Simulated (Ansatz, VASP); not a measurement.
One calculation of WS2, two programs

```
CELL_PARAMETERS angstrom
1.59113 0.91864 6.54785
-1.59113 0.91864 6.54785
0.00000 -1.83728 6.54785
ATOMIC_POSITIONS crystal
W 0.00067 0.00067 0.00067
S 0.25464 0.25464 0.25464
S 0.41338 0.41338 0.41338
```

Alike in both runs: functional r2SCAN; k mesh 12 × 12 × 12; occupations gaussian, width 0.02 eV; no spin polarisation.

Ansatz relaxed the structure, and its values are those at the end. VASP's run is a single point on that final structure, the one shown.

```csv
,VASP,Ansatz
version,VASP 6.6.1,Ansatz 0.2.0
potentials or method,"VASP PAW PBE potentials, release 64 (W_sv, S), cutoff 520 eV","scalar-relativistic, plane waves, PAW"
valence electrons in the cell,26,26
```

Ansatz gave:

| Item | Value |
| --- | --- |
| gap on the k mesh at the Fermi level (eV) | 1.37 |
| least direct gap on the mesh (eV) | 1.92 |
| pressure (GPa) | 0.0 |
| rms of the force components (eV/Å) | 0.000 |

Problem. What did VASP give for the same quantities?

Solution. gap on the k mesh at the Fermi level (eV): 1.39; least direct gap on the mesh (eV): 1.92; pressure (GPa): 0.2; rms of the force components (eV/Å): 0.010.

VASP's potentials were made for PBE, not for r2SCAN. The functional is the same, so the differences come from potentials, cutoffs and numerics.

Spin-orbit coupling is off throughout.
